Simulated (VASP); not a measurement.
# B (Fm-3m) in VASP: further runs

The runs below take B through relaxation of cell and atoms, single point, with revPBE.

Everything below comes from runs of VASP 6.6.1. Logs are shortened: lines on timing, memory, paths and dates and some standing lists are left out, and cuts for length are marked.

**1. The cell of the first run**

Symmetry: Fm-3m, No. 225, cubic system. Conventional cell: a = 2.971 Å, b = 2.971 Å, c = 2.971 Å, α = 90.00°, β = 90.00°, γ = 90.00°. B (site symmetry m-3m) has 12 B at 2.10 Å within 2.8 Å.

**2. Relaxation of cell and atoms, revPBE**

INCAR

```
SYSTEM = B
PREC = Accurate
ENCUT = 600
EDIFF = 1E-7
ISMEAR = -1
SIGMA = 0.1
LREAL = .False.
LASPH = .True.
NELM = 60
ALGO = Normal
ISIF = 3
LWAVE = .False.
LCHARG = .False.
GGA = RE
IBRION = 2
NSW = 80
EDIFFG = -0.01
```

KPOINTS

```
regular mesh
0
Gamma
  18 18 18
  0 0 0
```

POSCAR

```
B
1.0
    0.0000000000      1.4853449006      1.4853449006
    1.4853449006      0.0000000000      1.4853449006
    1.4853449006      1.4853449006      0.0000000000
B
1
Direct
    0.0000000000      0.0000000000      0.0000000000
```

Potentials or basis: VASP PAW PBE potentials, release 64 (B).

Launch:

```bash
$ cat potpaw_PBE.64/B/POTCAR > POTCAR
$ mpirun -np 1 vasp_std > vasp.out
```

OUTCAR:

```text
SYSTEM = B
   PREC = Accurate
   ENCUT = 600
   EDIFF = 1E-7
   ISMEAR = -1
   LREAL = .False.
   LASPH = .True.
   NELM = 60
   ISIF = 3
   GGA = RE
   IBRION = 2
   NSW = 80
   EDIFFG = -0.01

 ion  position               nearest neighbor table
   1  0.000  0.000  0.000-

  LATTYP: Found a face centered cubic cell.
 ALAT       =     2.9706898012

  Lattice vectors:

 A1 = (   0.0000000000,   1.4853449006,   1.4853449006)
 A2 = (   1.4853449006,   0.0000000000,   1.4853449006)
 A3 = (   1.4853449006,   1.4853449006,   0.0000000000)

Analysis of symmetry for initial positions (statically):
=====================================================================
 Subroutine PRICEL returns:
 Original cell was already a primitive cell.

 Routine SETGRP: Setting up the symmetry group for a
 face centered cubic supercell.

 Subroutine GETGRP returns: Found 48 space group operations
 (whereof 48 operations were pure point group operations)
 out of a pool of 48 trial point group operations.

The static configuration has the point symmetry O_h .

Analysis of symmetry for dynamics (positions and initial velocities):
=====================================================================
 Subroutine PRICEL returns:
 Original cell was already a primitive cell.

 Routine SETGRP: Setting up the symmetry group for a
 face centered cubic supercell.

 Subroutine GETGRP returns: Found 48 space group operations
 (whereof 48 operations were pure point group operations)
 out of a pool of 48 trial point group operations.

The dynamic configuration has the point symmetry O_h .

 Subroutine INISYM returns: Found 48 space group operations
 (whereof 48 operations are pure point group operations),
 and found     1 'primitive' translations

----------------------------------------------------------------------------------------

                                     Primitive cell

  volume of cell :       6.5541

  direct lattice vectors                    reciprocal lattice vectors
     0.000000000  1.485344901  1.485344901    -0.336622154  0.336622154  0.336622154
     1.485344901  0.000000000  1.485344901     0.336622154 -0.336622154  0.336622154
     1.485344901  1.485344901  0.000000000     0.336622154  0.336622154 -0.336622154

  length of vectors
     2.100594903  2.100594903  2.100594903     0.583046674  0.583046674  0.583046674

  position of ions in fractional coordinates (direct lattice)
     0.000000000  0.000000000  0.000000000

  ion indices of the primitive-cell ions
   primitive index   ion index
                 1           1

----------------------------------------------------------------------------------------

 KPOINTS: regular mesh

Automatic generation of k-mesh.
 Grid dimensions read from file:
 generate k-points for:   18   18   18

 Generating k-lattice:

  Cartesian coordinates                     Fractional coordinates (reciprocal lattice)
    -0.018701231  0.018701231  0.018701231     0.055555556  0.000000000  0.000000000
     0.018701231 -0.018701231  0.018701231     0.000000000  0.055555556  0.000000000
     0.018701231  0.018701231 -0.018701231     0.000000000  0.000000000  0.055555556

  Length of vectors
     0.032391482  0.032391482  0.032391482

  Shift w.r.t. Gamma in fractional coordinates (k-lattice)
     0.000000000  0.000000000  0.000000000

 Subroutine IBZKPT returns following result:
 ===========================================

 Found    195 irreducible k-points:

 Following reciprocal coordinates:
            Coordinates               Weight
  0.000000  0.000000  0.000000      1.000000
  0.055556  0.000000  0.000000      8.000000
  0.111111  0.000000  0.000000      8.000000
  0.166667  0.000000  0.000000      8.000000
  0.222222  0.000000  0.000000      8.000000
  0.277778  0.000000  0.000000      8.000000
[... 16 lines left out ...]
 -0.277778  0.055556  0.000000     24.000000
 -0.222222  0.055556  0.000000     24.000000
 [... further k-points ...]
   k-points           NKPTS =    195   k-points in BZ     NKDIM =    195   number of bands    NBANDS=      5
   number of dos      NEDOS =    301   number of ions     NIONS =      1
   total plane-waves  NPLWV =   5832
   dimension x,y,z NGX =    18 NGY =   18 NGZ =   18
   dimension x,y,z NGXF=    36 NGYF=   36 NGZF=   36
   ions per type =               1
   NGX,Y,Z   is equivalent  to a cutoff of  14.25, 14.25, 14.25 a.u.
   NGXF,Y,Z  is equivalent  to a cutoff of  28.49, 28.49, 28.49 a.u.
 SYSTEM =  B
   PREC   = accura    normal or accurate (medium, high low for compatibility)
   ISTART =      0    job   : 0-new  1-cont  2-samecut
   ICHARG =      2    charge: 1-file 2-atom 10-const
   ISPIN  =      1    spin polarized calculation?
   LNONCOLLINEAR =      F non collinear calculations
   LSORBIT =      F    spin-orbit coupling
   LASPH  =      T    aspherical Exc in radial PAW
   ENCUT  =  600.0 eV  44.10 Ry    6.64 a.u.   4.20  4.20  4.20*2*pi/ulx,y,z
   NELM   =     60;   NELMIN=  2; NELMDL= -5     # of ELM steps
   EDIFF  = 0.1E-06   stopping-criterion for ELM
   LREAL  =      F    real-space projection
   EDIFFG = -.1E-01   stopping-criterion for IOM
   NSW    =     80    number of steps for IOM
   IBRION =      2    ionic relax: 0-MD 1-quasi-New 2-CG
   NFREE  =      1    steps in history (QN), initial steepest desc. (CG)
   ISIF   =      3    stress and relaxation
   ISYM   =      2    0-nonsym 1-usesym 2-fastsym
   POTIM  = 0.5000    time-step for ionic-motion
   TEBEG  =    0.0;   TEEND  =   0.0 temperature during run
   PSTRESS=    0.0 pullay stress
   NELECT =       3.0000    total number of electrons
   NUPDOWN=      -1.0000    fix difference up-down
   EMIN   =  10.00;   EMAX   =-10.00  energy-range for DOS
   EFERMI =   0.00;   METHOD = LEGACY
   ISMEAR =    -1;   SIGMA  =   0.10  broadening in eV -4-tet -1-fermi 0-gaus
   EFERMI_NEDOS =   21; number of points for ismear=-14 and -15
   IALGO  =     38    algorithm
   IMIX   =      4    mixing-type and parameters
     AMIX     =   0.40;   BMIX     =  1.00
     AMIX_MAG =   1.60;   BMIX_MAG =  1.00
  volume/ion in A,a.u.               =       6.55        44.23
  Fermi-wavevector in a.u.,A,eV,Ry     =   1.261667  2.384204 21.657789  1.591803
  Thomas-Fermi vector in A             =   2.395114
   LORBIT       =      0    0 simple, 1 ext, 2 COOP (PROOUT), +10 PAW based schemes
   GGA     = RE    functional components
   LHFCALC =     F    Hartree Fock is set to
   AEXX    =    0.0000 exact exchange contribution
   IVDW    =     0    specifies the selected vdW correction
   LEPSILON=     F    determine dielectric tensor
   LRPA    =     F    only Hartree local field effects (RPA)
 conjugate gradient relaxation of ions
 non-spin polarized calculation
  energy-cutoff  :      600.00
  volume of cell :        6.55
 maximum number of plane-waves:       229
 NGX is ok and might be reduce to    18
   NGX =  9   NGY =  9   NGZ =  9

--------------------------------------- Ionic step        1  -------------------------------------------

 number of electron       3.0000000 magnetization

 Free energy of the ion-electron system (eV)
  ---------------------------------------------------
  ext. energy  EPLUGINS =         0.00000000
  ---------------------------------------------------
  free energy    TOTEN  =        -5.08650446 eV

  energy without entropy =       -5.07779621  energy(sigma->0) =       -5.08215034

 E-fermi :   9.3643     XC(G=0): -12.5788

 val. band max:        9.3621341072   @ k =  -0.4444   0.3333   0.1667
 cond. band min:       9.4093813519   @ k =  -0.4444   0.4444   0.0556
 fundamental gap:      0.0472472446
 Fermi energy:         9.3642848838

 k-point     1 :       0.0000    0.0000    0.0000
  band No.  band energies     occupation
      1      -8.6343      2.00000
      2      24.0077      0.00000
      3      24.0077      0.00000
      4      24.0077      0.00000
      5      39.8743      0.00000

 k-point     2 :       0.0556    0.0000    0.0000
  band No.  band energies     occupation
      1      -8.5061      2.00000
      2      23.4037      0.00000
      3      23.8842      0.00000
      4      23.8842      0.00000
      5      38.5607      0.00000

 k-point     3 :       0.1111    0.0000    0.0000
  band No.  band energies     occupation
      1      -8.1218      2.00000
      2      21.6830      0.00000
      3      23.5516      0.00000
      4      23.5516      0.00000
      5      37.2457      0.00000

 k-point     4 :       0.1667    0.0000    0.0000
  band No.  band energies     occupation
      1      -7.4820      2.00000
      2      19.1570      0.00000
      3      23.0991      0.00000
      4      23.0991      0.00000
      5      36.7920      0.00000
[... 208 lines left out ...]
 VOLUME and BASIS-vectors are now :
 -----------------------------------------------------------------------------
  energy-cutoff  :      600.00
  volume of cell :        5.77
      direct lattice vectors                 reciprocal lattice vectors
    -0.000000000  1.423965976  1.423965976    -0.351131985  0.351131985  0.351131985
     1.423965976 -0.000000000  1.423965976     0.351131985 -0.351131985  0.351131985
     1.423965976  1.423965976  0.000000000     0.351131985  0.351131985 -0.351131985

 POSITION                                       TOTAL-FORCE (eV/Angst)
 -----------------------------------------------------------------------------------
      0.00000      0.00000      0.00000         0.000000      0.000000     -0.000000
 -----------------------------------------------------------------------------------
    total drift:                               -0.000000     -0.000000     -0.000000

  FREE ENERGIE OF THE ION-ELECTRON SYSTEM (eV)
  ---------------------------------------------------
  free  energy   TOTEN  =        -5.1237600183 eV

  energy  without entropy=       -5.1159396956  energy(sigma->0) =       -5.11984986

--------------------------------------- Ionic step        3  -------------------------------------------

 number of electron       3.0000000 magnetization

 Free energy of the ion-electron system (eV)
  ---------------------------------------------------
  ext. energy  EPLUGINS =         0.00000000
  ---------------------------------------------------
  free energy    TOTEN  =        -5.12864650 eV

  energy without entropy =       -5.12050340  energy(sigma->0) =       -5.12457495

 E-fermi :  10.5167     XC(G=0): -12.9742

 val. band max:       10.4922633532   @ k =  -0.3889   0.4444   0.1111
 cond. band min:      10.5463657674   @ k =  -0.3333   0.5000   0.1667
 fundamental gap:      0.0541024142
 Fermi energy:        10.5167163626

 k-point     1 :       0.0000    0.0000    0.0000
  band No.  band energies     occupation
      1      -8.6047      2.00000
      2      26.4820      0.00000
      3      26.4820      0.00000
      4      26.4820      0.00000
      5      42.6913      0.00000

 k-point     2 :       0.0556    0.0000    0.0000
  band No.  band energies     occupation
      1      -8.4701      2.00000
      2      25.8100      0.00000
      3      26.3425      0.00000
      4      26.3425      0.00000
      5      41.2870      0.00000

 k-point     3 :       0.1111    0.0000    0.0000
  band No.  band energies     occupation
      1      -8.0665      2.00000
      2      23.9048      0.00000
      3      25.9694      0.00000
      4      25.9694      0.00000
      5      39.9560      0.00000

 k-point     4 :       0.1667    0.0000    0.0000
  band No.  band energies     occupation
      1      -7.3945      2.00000
      2      21.1360      0.00000
      3      25.4659      0.00000
      4      25.4659      0.00000
      5      39.5783      0.00000
[... 173 lines left out ...]
 VOLUME and BASIS-vectors are now :
 -----------------------------------------------------------------------------
  energy-cutoff  :      600.00
  volume of cell :        5.96
      direct lattice vectors                 reciprocal lattice vectors
    -0.000000000  1.438773181  1.438773181    -0.347518293  0.347518293  0.347518293
     1.438773181 -0.000000000  1.438773181     0.347518293 -0.347518293  0.347518293
     1.438773181  1.438773181  0.000000000     0.347518293  0.347518293 -0.347518293

 POSITION                                       TOTAL-FORCE (eV/Angst)
 -----------------------------------------------------------------------------------
      0.00000      0.00000      0.00000         0.000000      0.000000     -0.000000
 -----------------------------------------------------------------------------------
    total drift:                               -0.000000     -0.000000     -0.000000

  FREE ENERGIE OF THE ION-ELECTRON SYSTEM (eV)
  ---------------------------------------------------
  free  energy   TOTEN  =        -5.1286465026 eV

  energy  without entropy=       -5.1205034021  energy(sigma->0) =       -5.12457495

 reached required accuracy - stopping structural energy minimisation
```

It took 9.1 s on 1 thread of Intel Xeon 6975P-C, shared host; peak memory 0.12 GiB.

Results:

- Free energy: -5.1286 eV
- Relaxed volume: 5.96 Å³/atom
- Relaxed cell: a = 2.035 Å, b = 2.035 Å, c = 2.035 Å, α = 60.00°, β = 60.00°, γ = 60.00°
- Space group after relaxing (to 0.05 Å): Fm-3m (No. 225)
- Energy gained by relaxing: 42.1 meV/atom
- Ionic steps: 3
- Pressure after relaxing: 0.1 GPa

Step by step:
| step | energy change (eV) | largest force (eV/Å) | pressure (GPa) | volume (Å³) |
| --- | --- | --- | --- | --- |
| 1 | 0.0000 | 0.0000 | -20.94 | 6.55 |
| 2 | -0.0373 | 0.0000 | 8.78 | 5.77 |
| 3 | -0.0421 | 0.0000 | 0.05 | 5.96 |

Final structure:
```
CELL_PARAMETERS angstrom
0.00000 1.43877 1.43877
1.43877 0.00000 1.43877
1.43877 1.43877 0.00000
ATOMIC_POSITIONS crystal
B 0.00000 0.00000 0.00000
```

Caveat: the PAW data sets were made with another functional, which shifts forces and pressure a little.

**3. Single point, revPBE**

This run uses another cell than the first one, of 5.96 Å³/atom, 0.910 times its volume.

INCAR

```
ALGO     = Normal         # electronic algorithm
EDIFF    = 1E-6           # SCF threshold, eV
ENCUT    = 520            # plane-wave cutoff, eV
GGA      = RE             # functional
ISIF     = 2              # what is computed and relaxed
ISMEAR   = -1             # smearing method
LASPH    = T              # aspherical terms in the spheres
LCHARG   = F              # write CHGCAR
LREAL    = F              # projectors in reciprocal space
LWAVE    = F              # write WAVECAR
NBANDS   = 8              # bands
NELM     = 80             # most SCF steps
PREC     = Accurate       # precision mode
SIGMA    = 0.1            # smearing width, eV
```

KPOINTS

```
k-points
0
Gamma
  31 31 31
```

POSCAR

```
B
1.0
    0.0000000000      1.4392189901      1.4392189901
    1.4392189901      0.0000000000      1.4392189901
    1.4392189901      1.4392189901      0.0000000000
B
1
Direct
    0.0000000000      0.0000000000      0.0000000000
```

Potentials or basis: VASP PAW PBE potentials, release 64 (B).

Launch:

```bash
$ cat potpaw_PBE.64/B/POTCAR > POTCAR
$ mpirun -np 1 vasp_std > vasp.out
```

It took 11 s on 1 thread of Intel Xeon 6975P-C, shared host; peak memory 0.13 GiB.

The run converged. Its results:

```yaml
Free_energy: -5.1271 eV
Pressure: -0.1 GPa
```

Levels at points of the mesh, in eV from the Fermi level:
| k point | band 1 | band 2 | band 3 | band 4 | band 5 | band 6 |
| --- | --- | --- | --- | --- | --- | --- |
| (0.00, 0.00, 0.00) | -19.12 | 15.95 | 15.95 | 15.95 | 32.16 | 32.16 |

Caveat: the PAW data sets were made with another functional, which shifts forces and pressure a little.
